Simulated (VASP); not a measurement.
Here is a VASP 6.6.1 calculation.

The input INCAR:

```
ALGO = Normal
EDIFF = 1E-6
ENCUT = 520
GGA = PS
ISIF = 2
ISMEAR = -1
LASPH = True
LCHARG = False
LREAL = False
LWAVE = False
NBANDS = 11
NELM = 80
PREC = Accurate
SIGMA = 0.1
```

Contents of KPOINTS:

```
k-points
0
Gamma
  15 15 15
```

The input POSCAR:

```
Ni
1.0
    2.2868679032      0.0000000000      0.0000000000
    0.0000000000      2.2868679032      0.0000000000
    0.0000000000      0.0000000000      2.2868679032
Ni
1
Direct
    0.0000000000      0.0000000000      0.0000000000
```

Potentials or basis: VASP PAW PBE potentials, release 64 (Ni).

Run with:

```console
$ cat potpaw_PBE.64/Ni/POTCAR > POTCAR
$ mpirun -np 1 vasp_std > vasp.out
```

(1) Predict the pressure.

(2) What does it give for the band gap on the k mesh?

Results:

(1) -0.1 GPa.

(2) zero (band 5 reaches 8.67 eV, above the bottom of band 6 at 7.43 eV).

Caveat: the PAW data sets were made with another functional, which shifts forces and pressure a little; the run has no spin polarisation, though such a crystal can be magnetic.
